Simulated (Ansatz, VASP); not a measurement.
**One calculation of HfSn2O6, two programs**

The input INCAR:

```
SYSTEM = HfSn2O6
PREC = Accurate
ENCUT = 520
EDIFF = 1E-6
ISMEAR = 0
SIGMA = 0.02
LREAL = .False.
LASPH = .True.
NELM = 100
ALGO = Normal
ISIF = 2
LWAVE = .False.
LCHARG = .False.
GGA = PS
NBANDS = 47
```

KPOINTS

```
regular mesh
0
Gamma
  12 12 4
  0 0 0
```

The input POSCAR:

```
HfSn2O6
1.0
    3.5632574268      0.0000000000      0.0000000000
   -1.7816287134      3.0858714519      0.0000000000
    0.0000000000      0.0000000000      9.2186420336
Hf Sn O
1 2 6
Direct
    0.0000000000      0.0000000000      0.5000000000
    0.6666666667      0.3333333333      0.8320961023
    0.3333333333      0.6666666667      0.1679038977
    0.0000000000      0.0000000000      0.7463510243
    0.3333333333      0.6666666667      0.4167691503
    0.6666666667      0.3333333333      0.0837636501
    0.6666666667      0.3333333333      0.5832308497
    0.0000000000      0.0000000000      0.2536489757
    0.3333333333      0.6666666667      0.9162363499
```

Input for Ansatz:

```yaml
crystal:
  lattice:
    - [3.5632574268, 0.0, 0.0]
    - [-1.7816287134, 3.0858714519, 0.0]
    - [0.0, 0.0, 9.2186420336]
  atoms:
    - { symbol: Hf, position: [0.0, 0.0, 0.5] }
    - { symbol: Sn, position: [0.6666666667, 0.3333333333, 0.8320961023] }
    - { symbol: Sn, position: [0.3333333333, 0.6666666667, 0.1679038977] }
    - { symbol: O, position: [0.0, 0.0, 0.7463510243] }
    - { symbol: O, position: [0.3333333333, 0.6666666667, 0.4167691503] }
    - { symbol: O, position: [0.6666666667, 0.3333333333, 0.0837636501] }
    - { symbol: O, position: [0.6666666667, 0.3333333333, 0.5832308497] }
    - { symbol: O, position: [0.0, 0.0, 0.2536489757] }
    - { symbol: O, position: [0.3333333333, 0.6666666667, 0.9162363499] }
basis:
  ecutwfc: 420
kpoints:
  mp_grid: { grid: [12, 12, 4] }
  band_path:
    path:
      - [[0.0, 0.0, 0.0], [0.5, 0.0, 0.0], [0.33333333, 0.33333333, 0.0], [0.0, 0.0, 0.0], [0.0, 0.0, 0.5], [0.5, 0.0, 0.5], [0.33333333, 0.33333333, 0.5], [0.0, 0.0, 0.5]]
      - [[0.5, 0.0, 0.5], [0.5, 0.0, 0.0]]
      - [[0.33333333, 0.33333333, 0.5], [0.33333333, 0.33333333, 0.0]]
    npoints: 14
hamiltonian:
  xc: pbesol
scf:
  occupations: { method: gaussian, width: 0.02 }
  n_extra_bands: 22
output:
  forces: true
  stress: true
  eigenvalues: true
  populations: true
  dos: { projected: true, de: 0.02, nscf_kmesh: { grid: [18, 18, 6] } }
  bader: true
  write_density: true
  write_potential: true
  elf: true
  volumetric_format: npy
```

Alike in both runs: task single point; functional PBEsol; k mesh 12 × 12 × 4; occupations gaussian, width 0.02 eV; no spin polarisation.

```csv
,VASP,Ansatz
version,VASP 6.6.1,Ansatz 0.2.0
potentials or method,"VASP PAW PBE potentials, release 64 (Hf_pv, Sn_d, O), cutoff 520 eV","scalar-relativistic, plane waves, PAW"
valence electrons in the cell,74,90
```

Ansatz gave:

```
gap on the k mesh at the Fermi level (eV)                     : 1.21
least direct gap on the mesh (eV)                             : 1.97
pressure (GPa)                                                : -7.0
traceless stress, the component that is largest in VASP (GPa) : 0.25
rms of the force components (eV/Å)                            : 0.015
```

**Question.** What did VASP give for the same quantities?

**Answer.** gap on the k mesh at the Fermi level (eV): 1.23; least direct gap on the mesh (eV): 2.00; pressure (GPa): -7.7; traceless stress, the component that is largest in VASP (GPa): 0.19; rms of the force components (eV/Å): 0.058.

VASP's potentials were made for PBE, not for PBEsol. Atom by atom the forces differ by 0.047 eV/Å (rms over components). VASP's potentials hold 74 valence electrons a cell and Ansatz's 90, so a difference there can come from the potentials and not from the codes.

Spin-orbit coupling is off throughout.
